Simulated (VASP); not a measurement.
Write the native input for VASP 6.6.1 that does the following.

| Quantity | Value |
| --- | --- |
| Task | single point |
| Functional | PBE |
| Potentials or basis | VASP PAW PBE potentials, release 64 (Ir, S) |
| Cutoff | 520 eV |
| k mesh | 10 × 10 × 10 |
| Occupations | gaussian, width 0.05 eV |
| Spin | no spin polarisation |
| Dipole correction | no |
| Further INCAR settings | ALGO = Normal; EDIFF = 1e-06; NBANDS = 14 |

The structure of IrS lies in POSCAR:

```
IrS
1.0
    0.0000000000      2.6364931245      2.5837632620
    2.6364931245      0.0000000000      2.5837632620
    2.6364931245      2.6364931245      0.0000000000
Ir S
1 1
Direct
    0.0000000000      0.0000000000      0.0000000000
    0.2500000000      0.2500000000      0.2500000000
```

One way to write it, as run:

INCAR

```
SYSTEM = IrS
PREC = Accurate ; ENCUT = 520
EDIFF = 1E-6 ; ISMEAR = 0
SIGMA = 0.05 ; LREAL = .FALSE.
LASPH = .TRUE. ; NELM = 80
ALGO = Normal ; ISIF = 2
LWAVE = .FALSE. ; LCHARG = .FALSE.
GGA = PE ; NBANDS = 14
```

KPOINTS

```
Automatic mesh
0
G
  10 10 10
  0 0 0
```

Potentials or basis: VASP PAW PBE potentials, release 64 (Ir, S).

Command:

```sh
$ cat potpaw_PBE.64/Ir/POTCAR potpaw_PBE.64/S/POTCAR > POTCAR
$ mpirun -np 1 vasp_std > vasp.out
```

Results of the run:

| Quantity | Value |
| --- | --- |
| Pressure | 3.8 GPa |
| Band gap on the k mesh | zero (an odd number of electrons rules out a gap without spin polarisation) |

Caveat: the cell stands under pressure; spin-orbit coupling is left out, which moves the levels of the heavy elements.

It took 20 s on 1 thread of Intel(R) Xeon(R) 6975P-C (Granite Rapids), on a shared host, peak memory 0.19 GiB.
